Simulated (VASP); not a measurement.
# NaV3 (Pm-3m) in VASP: single point with B3LYP

Aim: the single point of NaV3 with B3LYP.

Everything below comes from runs of VASP 6.6.1. Logs are shortened: lines on timing, memory, paths and dates and some standing lists are left out, and cuts for length are marked.

## Step 1: The cell of the first run

The structure is cubic, space group Pm-3m (No. 221). Conventional cell: a = 4.855 Å, b = 4.855 Å, c = 4.855 Å, α = 90.00°, β = 90.00°, γ = 90.00°. Na (site symmetry m-3m) has 12 V at 3.43 Å within 4.5 Å. Within 4.5 Å of V (site symmetry 4/mmm) lie 4 Na at 3.43 Å and 8 V at 3.43 Å.

## Step 2: Single point, B3LYP

The input, POSCAR:

```
NaV3
1.0
    4.8546310000      0.0000000000      0.0000000000
    0.0000000000      4.8546310000      0.0000000000
    0.0000000000      0.0000000000      4.8546310000
Na V
1 3
Direct
    0.0000000000      0.0000000000      0.0000000000
    0.5000000000      0.0000000000      0.5000000000
    0.0000000000      0.5000000000      0.5000000000
    0.5000000000      0.5000000000      0.0000000000
```

The input, INCAR.step1:

```
ALGO = Normal
EDIFF = 1E-5
ENCUT = 400
GGA = PE
GGA_COMPAT = F
ISIF = 2
ISMEAR = -1
LASPH = T
LCHARG = F
LREAL = F
LWAVE = T
NBANDS = 31
NELM = 120
PREC = Accurate
SIGMA = 0.1
```

The input, INCAR.step2:

```
AEXX = 0.2
AGGAC = 0.81
AGGAX = 0.72
ALDAC = 0.19
ALGO = Normal
EDIFF = 1E-6
ENCUT = 400
GGA = B3
GGA_COMPAT = F
ISIF = 2
ISMEAR = -1
ISTART = 1
LASPH = T
LCHARG = F
LHFCALC = T
LREAL = F
LWAVE = F
NBANDS = 31
NELM = 120
PREC = Accurate
PRECFOCK = Normal
SIGMA = 0.1
```

The input, KPOINTS:

```
k-points
0
Gamma
  4 4 4
```

Potentials or basis: VASP PAW PBE potentials, release 64 (Na_pv, V_sv).

Command:

```
cat potpaw_PBE.64/Na_pv/POTCAR potpaw_PBE.64/V_sv/POTCAR > POTCAR
cp INCAR.step1 INCAR
mpirun -np 1 vasp_std > vasp.out
cp INCAR.step2 INCAR
mpirun -np 1 vasp_std > vasp.out
```

OUTCAR:

```text
AEXX = 0.2
   EDIFF = 1E-6
   ENCUT = 400
   GGA = B3
   ISIF = 2
   ISMEAR = -1
   ISTART = 1
   LASPH = T
   LHFCALC = T
   LREAL = F
   NELM = 120
   PREC = Accurate
   PRECFOCK = Normal

 ion  position               nearest neighbor table
   1  0.000  0.000  0.000-
   2  0.500  0.000  0.500-
   3  0.000  0.500  0.500-
   4  0.500  0.500  0.000-

  LATTYP: Found a simple cubic cell.
 ALAT       =     4.8546310000

  Lattice vectors:

 A1 = (   4.8546310000,   0.0000000000,   0.0000000000)
 A2 = (   0.0000000000,   4.8546310000,   0.0000000000)
 A3 = (   0.0000000000,   0.0000000000,   4.8546310000)

Analysis of symmetry for initial positions (statically):
=====================================================================
 Subroutine PRICEL returns:
 Original cell was already a primitive cell.

 Routine SETGRP: Setting up the symmetry group for a
 simple cubic supercell.

 Subroutine GETGRP returns: Found 48 space group operations
 (whereof 48 operations were pure point group operations)
 out of a pool of 48 trial point group operations.

The static configuration has the point symmetry O_h .

Analysis of symmetry for dynamics (positions and initial velocities):
=====================================================================
 Subroutine PRICEL returns:
 Original cell was already a primitive cell.

 Routine SETGRP: Setting up the symmetry group for a
 simple cubic supercell.

 Subroutine GETGRP returns: Found 48 space group operations
 (whereof 48 operations were pure point group operations)
 out of a pool of 48 trial point group operations.

The dynamic configuration has the point symmetry O_h .

 Subroutine INISYM returns: Found 48 space group operations
 (whereof 48 operations are pure point group operations),
 and found     1 'primitive' translations

----------------------------------------------------------------------------------------

                                     Primitive cell

  volume of cell :     114.4112
[... 77 lines left out ...]
   NELM   =    120;   NELMIN=  2; NELMDL=  0     # of ELM steps
   EDIFF  = 0.1E-05   stopping-criterion for ELM
   LREAL  =      F    real-space projection
   EDIFFG = 0.1E-04   stopping-criterion for IOM
   NSW    =      0    number of steps for IOM
   IBRION =     -1    ionic relax: 0-MD 1-quasi-New 2-CG
   NFREE  =      0    steps in history (QN), initial steepest desc. (CG)
   ISIF   =      2    stress and relaxation
   ISYM   =      3    0-nonsym 1-usesym 2-fastsym
   POTIM  = 0.5000    time-step for ionic-motion
   TEBEG  =    0.0;   TEEND  =   0.0 temperature during run
   PSTRESS=    0.0 pullay stress
   NELECT =      46.0000    total number of electrons
   NUPDOWN=      -1.0000    fix difference up-down
   EMIN   =  10.00;   EMAX   =-10.00  energy-range for DOS
   EFERMI =   0.00;   METHOD = LEGACY
   ISMEAR =    -1;   SIGMA  =   0.10  broadening in eV -4-tet -1-fermi 0-gaus
   EFERMI_NEDOS =   21; number of points for ismear=-14 and -15
   IALGO  =     38    algorithm
   IMIX   =      1    mixing-type and parameters
     AMIX     =   0.40;   BMIX     =  1.00
     AMIX_MAG =   1.60;   BMIX_MAG =  1.00
  volume/ion in A,a.u.               =      28.60       193.02
  Fermi-wavevector in a.u.,A,eV,Ry     =   1.208290  2.283337 19.864029  1.459965
  Thomas-Fermi vector in A             =   2.343902
   LORBIT       =      0    0 simple, 1 ext, 2 COOP (PROOUT), +10 PAW based schemes
   GGA     = B3    functional components
   LHFCALC =     T    Hartree Fock is set to
   PRECFOCK=normal    Normal, Fast or Accurate (Low or Medium for compatibility)
   ENCUT4O =  -1.0   cutoff for four orbital integrals eV
   NKREDX  =     1    reduce k-point grid by
   NKREDY  =     1    reduce k-point grid by
   NKREDZ  =     1    reduce k-point grid by
   AEXX    =    0.2000 exact exchange contribution
   HFSCREEN=    0.0000 screening length (either q_TF or 0.3 A-1)
   HFSCREENC=   0.0000 screening length for correlation (either q_TF or 0.3 A-1)
   ENCUTFOCK=  -1.0 apply spherical cutoff to Coloumb kernel
   IVDW    =     0    specifies the selected vdW correction
   LEPSILON=     F    determine dielectric tensor
   LRPA    =     F    only Hartree local field effects (RPA)
 non-spin polarized calculation
  energy-cutoff  :      400.00
  volume of cell :      114.41
 maximum number of plane-waves:      2103
 NGX is ok and might be reduce to    32
  NGX = 24; NGY = 24; NGZ = 24

 number of electron      46.0000105 magnetization

 Free energy of the ion-electron system (eV)
  ---------------------------------------------------
  ext. energy  EPLUGINS =         0.00000000
  ---------------------------------------------------
  free energy    TOTEN  =       -23.26570185 eV

  energy without entropy =      -23.17576180  energy(sigma->0) =      -23.22073183

 E-fermi :   2.4327     XC(G=0):  -7.0247

 val. band max:        2.2372299431   @ k =   0.5000   0.5000   0.0000
 cond. band min:       2.6034854356   @ k =   0.5000   0.5000   0.2500
 fundamental gap:      0.3662554925
 Fermi energy:         2.4327308487

 k-point     1 :       0.0000    0.0000    0.0000
  band No.  band energies     occupation
      1     -65.9916      2.00000
      2     -65.9808      2.00000
      3     -65.9808      2.00000
      4     -38.7094      2.00000
      5     -38.7094      2.00000
      6     -38.7094      2.00000
[... 329 lines left out ...]
     30       4.7014      0.00000
     31       4.7015      0.00000

------------------------ aborting loop because EDIFF is reached ----------------------------------------

  FORCE on cell =-STRESS in cart. coord.  units (eV):
  Direction    XX          YY          ZZ          XY          YZ          ZX
  --------------------------------------------------------------------------------------
  -------------------------------------------------------------------------------------
  Total      -12.4455254    -12.4455254    -12.4455254     -0.0000000     -0.0000000      0.0000000
  in kB     -174.2830463   -174.2830463   -174.2830463     -0.0000000     -0.0000000      0.0000000
  external PRESSURE =    -174.2830463 kB  Pullay stress =       0.0000000 kB

 VOLUME and BASIS-vectors are now :
 -----------------------------------------------------------------------------
  energy-cutoff  :      400.00
  volume of cell :      114.41
      direct lattice vectors                 reciprocal lattice vectors
     4.854631000  0.000000000  0.000000000     0.205988879  0.000000000  0.000000000
     0.000000000  4.854631000  0.000000000     0.000000000  0.205988879  0.000000000
     0.000000000  0.000000000  4.854631000     0.000000000  0.000000000  0.205988879

 POSITION                                       TOTAL-FORCE (eV/Angst)
 -----------------------------------------------------------------------------------
      0.00000      0.00000      0.00000         0.000000      0.000000      0.000000
      2.42732      0.00000      2.42732         0.000000      0.000000      0.000000
      0.00000      2.42732      2.42732         0.000000      0.000000      0.000000
      2.42732      2.42732      0.00000         0.000000      0.000000      0.000000
 -----------------------------------------------------------------------------------
    total drift:                                0.000000      0.000000      0.000000

  FREE ENERGIE OF THE ION-ELECTRON SYSTEM (eV)
  ---------------------------------------------------
  free  energy   TOTEN  =       -23.2657018488 eV

  energy  without entropy=      -23.1757618015  energy(sigma->0) =      -23.22073183
```

OUTCAR.step1:

```text
EDIFF = 1E-5
   ENCUT = 400
   GGA = PE
   ISIF = 2
[... 552 lines left out ...]
      0.00000      0.00000      0.00000         0.000000      0.000000      0.000000
      2.42732      0.00000      2.42732         0.000000      0.000000      0.000000
      0.00000      2.42732      2.42732         0.000000      0.000000      0.000000
      2.42732      2.42732      0.00000         0.000000      0.000000      0.000000
 -----------------------------------------------------------------------------------
    total drift:                                0.000000     -0.000000     -0.000000

  FREE ENERGIE OF THE ION-ELECTRON SYSTEM (eV)
  ---------------------------------------------------
  free  energy   TOTEN  =       -19.3450327966 eV

  energy  without entropy=      -18.8753193441  energy(sigma->0) =      -19.11017607
```

Run time: 71 min. Hardware: 1 thread of Intel Xeon Platinum 8259CL at 2.50GHz (Skylake/Cascade Lake), shared host; peak memory 0.21 GiB.

Results:

```yaml
Free_energy: -23.2657 eV
Pressure: -17.4 GPa
Band_gap_on_the_k_mesh: zero (bands 23 and 24 overlap by 1.98 eV)
```

Levels at points of the mesh, in eV from the Fermi level:
```csv
k point,band 20,band 21,band 22,band 23,band 24,band 25
"(0.00, 0.00, 0.00)",-1.23,-1.23,-0.73,1.60,1.75,1.75
"(0.50, 0.00, 0.00)",-0.70,-0.53,-0.53,-0.38,-0.38,0.98
"(0.50, 0.50, 0.00)",-0.94,-0.64,-0.64,-0.20,-0.20,0.60
"(0.50, 0.50, 0.50)",-0.37,-0.36,-0.36,0.63,1.14,1.14
```

Caveat: the cell stands under tension; the PAW data sets were made with another functional, which shifts forces and pressure a little.

The gap in the log of VASP goes by the Fermi energy; the results here count the filled bands.